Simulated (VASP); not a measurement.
Here is a VASP 6.6.1 calculation.

INCAR

```
SYSTEM = Ge
PREC     = Accurate       ! precision mode
ENCUT    = 500            ! plane-wave cutoff, eV
EDIFF    = 1E-6           ! SCF threshold, eV
ISMEAR   = -1             ! smearing method
SIGMA    = 0.1            ! smearing width, eV
LREAL    = .False.        ! projectors in reciprocal space
LASPH    = .True.         ! aspherical terms in the spheres
NELM     = 120            ! most SCF steps
ALGO     = Normal         ! electronic algorithm
ISIF     = 2              ! what is computed and relaxed
LWAVE    = .False.        ! write WAVECAR
LCHARG   = .False.        ! write CHGCAR
GGA      = PE             ! functional
NBANDS   = 13             ! bands
GGA_COMPAT= .False.
```

Contents of KPOINTS:

```
regular mesh
0
Gamma
  10 10 10
  0 0 0
```

Contents of POSCAR:

```
Ge
1.0
    0.0000000000      2.0983610000      2.0983610000
    2.0983610000      0.0000000000      2.0983610000
    2.0983610000      2.0983610000      0.0000000000
Ge
1
Direct
    0.0000000000      0.0000000000      0.0000000000
```

Potentials or basis: VASP PAW PBE potentials, release 64 (Ge_d).

The run is started by

```sh
$ cat potpaw_PBE.64/Ge_d/POTCAR > POTCAR
$ mpirun -np 1 vasp_std > vasp.out
```

Question: Estimate the pressure.

Answer: 3.7 GPa.

Question: What does it give for the band gap on the k mesh?

Answer: Zero (band 7 reaches 16.23 eV, above the bottom of band 8 at 4.69 eV).
